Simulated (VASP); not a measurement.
# BiB (P6_3mc) in VASP: notebook

BiB is run at these levels: PBE; tasks: single point.

Program: VASP 6.6.1. These are calculated values, not measurements. Logs are shortened: lines on timing, memory, paths and dates and some standing lists are left out, and cuts for length are marked.

**1. The cell of the first run**

The structure is hexagonal, space group P6_3mc (No. 186). The conventional cell has a = 3.810 Å, b = 3.810 Å, c = 6.275 Å, α = 90.00°, β = 90.00°, γ = 120.00°. B (site symmetry 3m) has 4 Bi at 2.34 to 2.35 Å within 3.1 Å. Within 3.1 Å of Bi (site symmetry 3m) lie 4 B at 2.34 to 2.35 Å.

**2. Single point, PBE (volume changed by -6%)**

INCAR

```
SYSTEM = BiB
ALGO = Normal ; EDIFF = 1E-6
ENCUT = 520 ; GGA = PE
ISIF = 2 ; ISMEAR = -1
LASPH = .True. ; LCHARG = .False.
LREAL = .False. ; LWAVE = .False.
NBANDS = 26 ; NELM = 100
PREC = Accurate ; SIGMA = 0.02
```

KPOINTS

```
k-points
0
Gamma
  6 6 4
  0 0 0
```

POSCAR

```
BiB
1.0
    3.8098851887      0.0000000000      0.0000000000
   -1.9049425944      3.2994573589      0.0000000000
    0.0000000000      0.0000000000      6.2753315790
B Bi
2 2
Direct
    0.3333333333      0.6666666667      0.0001118413
    0.6666666667      0.3333333333      0.5001118413
    0.3333333333      0.6666666667      0.3748881587
    0.6666666667      0.3333333333      0.8748881587
```

Potentials or basis: VASP PAW PBE potentials, release 64 (B, Bi_d).

Command:

```sh
$ cat potpaw_PBE.64/B/POTCAR potpaw_PBE.64/Bi_d/POTCAR > POTCAR
$ mpirun -np 1 vasp_std > vasp.out
```

OUTCAR:

```text
SYSTEM = BiB
   EDIFF = 1E-6
   ENCUT = 520
   GGA = PE
   ISIF = 2
   ISMEAR = -1
   LASPH = .True.
   LREAL = .False.
   NELM = 100
   PREC = Accurate

 ion  position               nearest neighbor table
   1  0.333  0.667  0.000-   4 2.34   4 2.34   4 2.34   3 2.35
   2  0.667  0.333  0.500-   3 2.34   3 2.34   3 2.34   4 2.35
   3  0.333  0.667  0.375-   2 2.34   2 2.34   2 2.34   1 2.35   4 3.83   4 3.83   4 3.83   4 3.83
                             4 3.83   4 3.83
   4  0.667  0.333  0.875-   1 2.34   1 2.34   1 2.34   2 2.35   3 3.83   3 3.83   3 3.83   3 3.83
                             3 3.83   3 3.83

  LATTYP: Found a hexagonal cell.
 ALAT       =     3.8098851887
 C/A-ratio  =     1.6471182905

  Lattice vectors:

 A1 = (   3.8098851887,   0.0000000000,   0.0000000000)
 A2 = (  -1.9049425944,   3.2994573589,   0.0000000000)
 A3 = (   0.0000000000,   0.0000000000,   6.2753315790)

Analysis of symmetry for initial positions (statically):
=====================================================================
 Subroutine PRICEL returns:
 Original cell was already a primitive cell.

 Routine SETGRP: Setting up the symmetry group for a
 hexagonal supercell.

 Subroutine GETGRP returns: Found 12 space group operations
 (whereof  6 operations were pure point group operations)
 out of a pool of 24 trial point group operations.

The static configuration has the point symmetry C_3v.
 The point group associated with its full space group is C_6v.

Analysis of symmetry for dynamics (positions and initial velocities):
=====================================================================
 Subroutine PRICEL returns:
 Original cell was already a primitive cell.

 Routine SETGRP: Setting up the symmetry group for a
 hexagonal supercell.

 Subroutine GETGRP returns: Found 12 space group operations
 (whereof  6 operations were pure point group operations)
 out of a pool of 24 trial point group operations.

The dynamic configuration has the point symmetry C_3v.
 The point group associated with its full space group is C_6v.

 Subroutine INISYM returns: Found 12 space group operations
 (whereof  6 operations are pure point group operations),
 and found     1 'primitive' translations

----------------------------------------------------------------------------------------

                                     Primitive cell

  volume of cell :      78.8844

  direct lattice vectors                    reciprocal lattice vectors
     3.809885189  0.000000000  0.000000000     0.262475101  0.151540070  0.000000000
    -1.904942594  3.299457359  0.000000000     0.000000000  0.303080141  0.000000000
     0.000000000  0.000000000  6.275331579     0.000000000  0.000000000  0.159354129

  length of vectors
     3.809885189  3.809885189  6.275331579     0.303080141  0.303080141  0.159354129

  position of ions in fractional coordinates (direct lattice)
     0.333333333  0.666666667  0.000111841
     0.666666667  0.333333333  0.500111841
     0.333333333  0.666666667  0.374888159
     0.666666667  0.333333333  0.874888159

  ion indices of the primitive-cell ions
   primitive index   ion index
                 1           1
                 2           2
                 3           3
                 4           4

----------------------------------------------------------------------------------------

 KPOINTS: k-points

Automatic generation of k-mesh.
 Grid dimensions read from file:
 generate k-points for:    6    6    4

 Generating k-lattice:

  Cartesian coordinates                     Fractional coordinates (reciprocal lattice)
     0.043745850  0.025256678  0.000000000     0.166666667 -0.000000000  0.000000000
     0.000000000  0.050513357  0.000000000     0.000000000  0.166666667  0.000000000
     0.000000000  0.000000000  0.039838532     0.000000000  0.000000000  0.250000000

  Length of vectors
     0.050513357  0.050513357  0.039838532

  Shift w.r.t. Gamma in fractional coordinates (k-lattice)
     0.000000000  0.000000000  0.000000000

 Subroutine IBZKPT returns following result:
 ===========================================

 Found     21 irreducible k-points:

 Following reciprocal coordinates:
            Coordinates               Weight
  0.000000  0.000000  0.000000      1.000000
  0.166667 -0.000000  0.000000      6.000000
  0.333333 -0.000000  0.000000      6.000000
  0.500000 -0.000000  0.000000      3.000000
  0.166667  0.166667  0.000000      6.000000
  0.333333  0.166667  0.000000     12.000000
[... 13 lines left out ...]
  0.333333  0.166667  0.500000     12.000000
  0.333333  0.333333  0.500000      2.000000
   k-points           NKPTS =     21   k-points in BZ     NKDIM =     21   number of bands    NBANDS=     26
   number of dos      NEDOS =    301   number of ions     NIONS =      4
   total plane-waves  NPLWV =  37632
   dimension x,y,z NGX =    28 NGY =   28 NGZ =   48
   dimension x,y,z NGXF=    56 NGYF=   56 NGZF=   96
   ions per type =               2   2
   NGX,Y,Z   is equivalent  to a cutoff of  12.22, 12.22, 12.72 a.u.
   NGXF,Y,Z  is equivalent  to a cutoff of  24.44, 24.44, 25.43 a.u.
 SYSTEM =  BiB
   PREC   = accura    normal or accurate (medium, high low for compatibility)
   ISTART =      0    job   : 0-new  1-cont  2-samecut
   ICHARG =      2    charge: 1-file 2-atom 10-const
   ISPIN  =      1    spin polarized calculation?
   LNONCOLLINEAR =      F non collinear calculations
   LSORBIT =      F    spin-orbit coupling
   LASPH  =      T    aspherical Exc in radial PAW
   ENCUT  =  520.0 eV  38.22 Ry    6.18 a.u.   7.08  7.08 11.67*2*pi/ulx,y,z
   NELM   =    100;   NELMIN=  2; NELMDL= -5     # of ELM steps
   EDIFF  = 0.1E-05   stopping-criterion for ELM
   LREAL  =      F    real-space projection
   EDIFFG = 0.1E-04   stopping-criterion for IOM
   NSW    =      0    number of steps for IOM
   IBRION =     -1    ionic relax: 0-MD 1-quasi-New 2-CG
   NFREE  =      0    steps in history (QN), initial steepest desc. (CG)
   ISIF   =      2    stress and relaxation
   ISYM   =      2    0-nonsym 1-usesym 2-fastsym
   POTIM  = 0.5000    time-step for ionic-motion
   TEBEG  =    0.0;   TEEND  =   0.0 temperature during run
   PSTRESS=    0.0 pullay stress
   NELECT =      36.0000    total number of electrons
   NUPDOWN=      -1.0000    fix difference up-down
   EMIN   =  10.00;   EMAX   =-10.00  energy-range for DOS
   EFERMI =   0.00;   METHOD = LEGACY
   ISMEAR =    -1;   SIGMA  =   0.02  broadening in eV -4-tet -1-fermi 0-gaus
   EFERMI_NEDOS =   21; number of points for ismear=-14 and -15
   IALGO  =     38    algorithm
   IMIX   =      4    mixing-type and parameters
     AMIX     =   0.40;   BMIX     =  1.00
     AMIX_MAG =   1.60;   BMIX_MAG =  1.00
  volume/ion in A,a.u.               =      19.72       133.08
  Fermi-wavevector in a.u.,A,eV,Ry     =   1.260410  2.381830 21.614682  1.588634
  Thomas-Fermi vector in A             =   2.393921
   LORBIT       =      0    0 simple, 1 ext, 2 COOP (PROOUT), +10 PAW based schemes
   GGA     = PE    functional components
   LHFCALC =     F    Hartree Fock is set to
   AEXX    =    0.0000 exact exchange contribution
   IVDW    =     0    specifies the selected vdW correction
   LEPSILON=     F    determine dielectric tensor
   LRPA    =     F    only Hartree local field effects (RPA)
 non-spin polarized calculation
  energy-cutoff  :      520.00
  volume of cell :       78.88
 maximum number of plane-waves:      2136
   NGX = 15   NGY = 15   NGZ = 23

 number of electron      35.9999996 magnetization

 Free energy of the ion-electron system (eV)
  ---------------------------------------------------
  ext. energy  EPLUGINS =         0.00000000
  ---------------------------------------------------
  free energy    TOTEN  =       -17.85007698 eV

  energy without entropy =      -17.85005076  energy(sigma->0) =      -17.85006387

 E-fermi :   7.9296     XC(G=0): -10.2428

 val. band max:        7.8181713227   @ k =   0.0000   0.0000   0.0000
 cond. band min:       8.0271100386   @ k =   0.0000   0.0000   0.0000
 fundamental gap:      0.2089387159
 Fermi energy:         7.9296069113

 k-point     1 :       0.0000    0.0000    0.0000
  band No.  band energies     occupation
      1     -15.5164      2.00000
      2     -15.5109      2.00000
      3     -15.5039      2.00000
      4     -15.5039      2.00000
      5     -15.4889      2.00000
      6     -15.4889      2.00000
[... 18 lines left out ...]
     25      12.7712      0.00000
     26      13.7953      0.00000

 k-point     2 :       0.1667   -0.0000    0.0000
  band No.  band energies     occupation
      1     -15.5220      2.00000
      2     -15.5064      2.00000
      3     -15.5011      2.00000
      4     -15.4913      2.00000
      5     -15.4739      2.00000
      6     -15.4711      2.00000
[... 18 lines left out ...]
     25      13.7726      0.00000
     26      14.1311      0.00000

 k-point     3 :       0.3333   -0.0000    0.0000
  band No.  band energies     occupation
      1     -15.5407      2.00000
      2     -15.5101      2.00000
      3     -15.4833      2.00000
      4     -15.4806      2.00000
      5     -15.4496      2.00000
      6     -15.4383      2.00000
[... 18 lines left out ...]
     25      14.4290      0.00000
     26      15.2205      0.00000

 k-point     4 :       0.5000   -0.0000    0.0000
  band No.  band energies     occupation
      1     -15.5491      2.00000
      2     -15.5151      2.00000
      3     -15.4809      2.00000
      4     -15.4785      2.00000
      5     -15.4433      2.00000
      6     -15.4315      2.00000
[... 18 lines left out ...]
     25      15.1480      0.00000
     26      15.8681      0.00000
[... 409 lines left out ...]
      1     -15.5201      2.00000
      2     -15.5201      2.00000
      3     -15.4794      2.00000
      4     -15.4794      2.00000
      5     -15.4615      2.00000
      6     -15.4615      2.00000
[... 18 lines left out ...]
     25      13.6848      0.00000
     26      13.6848      0.00000

 k-point    20 :       0.3333    0.1667    0.5000
  band No.  band energies     occupation
      1     -15.5225      2.00000
      2     -15.5225      2.00000
      3     -15.4676      2.00000
      4     -15.4676      2.00000
      5     -15.4549      2.00000
      6     -15.4549      2.00000
[... 18 lines left out ...]
     25      14.5152      0.00000
     26      14.5152      0.00000

 k-point    21 :       0.3333    0.3333    0.5000
  band No.  band energies     occupation
      1     -15.5124      2.00000
      2     -15.5124      2.00000
      3     -15.4623      2.00000
      4     -15.4623      2.00000
      5     -15.4516      2.00000
      6     -15.4516      2.00000
[... 18 lines left out ...]
     25      15.1707      0.00000
     26      15.1707      0.00000

------------------------ aborting loop because EDIFF is reached ----------------------------------------

  FORCE on cell =-STRESS in cart. coord.  units (eV):
  Direction    XX          YY          ZZ          XY          YZ          ZX
  --------------------------------------------------------------------------------------
  -------------------------------------------------------------------------------------
  Total        2.5335168      2.5335168      2.4640937     -0.0000000      0.0000000      0.0000000
  in kB       51.4568601     51.4568601     50.0468462     -0.0000000      0.0000000      0.0000000
  external PRESSURE =      50.9868555 kB  Pullay stress =       0.0000000 kB

 VOLUME and BASIS-vectors are now :
 -----------------------------------------------------------------------------
  energy-cutoff  :      520.00
  volume of cell :       78.88
      direct lattice vectors                 reciprocal lattice vectors
     3.809885189  0.000000000  0.000000000     0.262475101  0.151540070  0.000000000
    -1.904942594  3.299457359  0.000000000     0.000000000  0.303080141  0.000000000
     0.000000000  0.000000000  6.275331579     0.000000000  0.000000000  0.159354129

 POSITION                                       TOTAL-FORCE (eV/Angst)
 -----------------------------------------------------------------------------------
     -0.00000      2.19964      0.00070        -0.000000      0.000000      0.019166
      1.90494      1.09982      3.13837         0.000000     -0.000000      0.019166
     -0.00000      2.19964      2.35255        -0.000000      0.000000     -0.019166
      1.90494      1.09982      5.49021         0.000000     -0.000000     -0.019166
 -----------------------------------------------------------------------------------
    total drift:                                0.000000      0.000000      0.000138

  FREE ENERGIE OF THE ION-ELECTRON SYSTEM (eV)
  ---------------------------------------------------
  free  energy   TOTEN  =       -17.8500769820 eV

  energy  without entropy=      -17.8500507607  energy(sigma->0) =      -17.85006387
```

It took 29 s on 1 thread of Intel Xeon 6975P-C, shared host; peak memory 0.2 GiB.

What came out:

- Free energy: -17.8501 eV
- Pressure: 5.1 GPa
- Largest force: 0.019 eV/Å
- Band gap on the k mesh: 0.21 eV, direct

Forces in eV/Å, atoms in the order of the input:
```
B    0.000  0.000  0.019
B    0.000  0.000  0.019
Bi   0.000  0.000 -0.019
Bi   0.000  0.000 -0.019
```

Stress tensor (GPa, compression positive):
```
5.15 0.00 0.00
0.00 5.15 0.00
0.00 0.00 5.00
```

Levels at points of the mesh, in eV from the valence-band top:
| k point | band 15 | band 16 | band 17 | band 18 | band 19 | band 20 | band 21 | band 22 |
| --- | --- | --- | --- | --- | --- | --- | --- | --- |
| (0.00, 0.00, 0.00) | -1.80 | -0.23 | 0.00 | 0.00 | 0.21 | 0.70 | 2.60 | 2.60 |
| (0.50, 0.00, 0.00) | -5.36 | -3.72 | -3.31 | -1.80 | 0.59 | 1.80 | 3.17 | 4.18 |
| (0.00, 0.00, 0.50) | -1.08 | -1.08 | -1.08 | -1.08 | 0.90 | 0.90 | 3.74 | 3.74 |
| (0.50, 0.00, 0.50) | -2.96 | -2.96 | -2.92 | -2.92 | 0.68 | 0.68 | 2.33 | 2.33 |

Caveat: spin-orbit coupling is left out, which moves the levels of the heavy elements. A k mesh can miss the band edges.

**3. Single point, PBE (volume changed by -3%)**

INCAR

```
  ALGO = Normal
  EDIFF = 1E-6
  ENCUT = 520
  GGA = PE
  ISIF = 2
  ISMEAR = -1
  LASPH = T
  LCHARG = F
  LREAL = F
  LWAVE = F
  NBANDS = 26
  NELM = 60
  PREC = Accurate
  SIGMA = 0.02
```

KPOINTS

```
k-points
0
Gamma
  6 6 4
```

POSCAR

```
BiB
1.0
    3.8499921907      0.0000000000      0.0000000000
   -1.9249960953      3.3341910415      0.0000000000
    0.0000000000      0.0000000000      6.3413925555
B Bi
2 2
Direct
    0.3333333333      0.6666666667      0.0001118413
    0.6666666667      0.3333333333      0.5001118413
    0.3333333333      0.6666666667      0.3748881587
    0.6666666667      0.3333333333      0.8748881587
```

Potentials or basis: VASP PAW PBE potentials, release 64 (B, Bi_d).

Command:

```sh
$ cat potpaw_PBE.64/B/POTCAR potpaw_PBE.64/Bi_d/POTCAR > POTCAR
$ mpirun -np 1 vasp_std > vasp.out
```

It took 38 s on 1 thread of Intel Xeon 6975P-C, shared host; peak memory 0.2 GiB.

It converged, with:

- Free energy: -17.9086 eV
- Pressure: 2.3 GPa
- Largest force: 0.007 eV/Å
- Band gap on the k mesh: 0.11 eV, direct

Forces on the atoms (eV/Å):
```
B    0.000  0.000  0.007
B    0.000  0.000  0.007
Bi   0.000  0.000 -0.007
Bi   0.000  0.000 -0.007
```

Stress tensor (GPa, compression positive):
```
2.33 0.00 0.00
0.00 2.33 0.00
0.00 0.00 2.15
```

Levels at points of the mesh, in eV from the valence-band top:
| k point | band 15 | band 16 | band 17 | band 18 | band 19 | band 20 | band 21 | band 22 |
| --- | --- | --- | --- | --- | --- | --- | --- | --- |
| (0.00, 0.00, 0.00) | -1.74 | -0.22 | 0.00 | 0.00 | 0.11 | 0.45 | 2.56 | 2.56 |
| (0.50, 0.00, 0.00) | -5.19 | -3.59 | -3.19 | -1.74 | 0.59 | 1.70 | 3.17 | 4.13 |
| (0.00, 0.00, 0.50) | -1.04 | -1.04 | -1.04 | -1.04 | 0.79 | 0.79 | 3.68 | 3.68 |
| (0.50, 0.00, 0.50) | -2.88 | -2.88 | -2.82 | -2.82 | 0.64 | 0.64 | 2.32 | 2.32 |

Caveat: spin-orbit coupling is left out, which moves the levels of the heavy elements. A k mesh can miss the band edges.
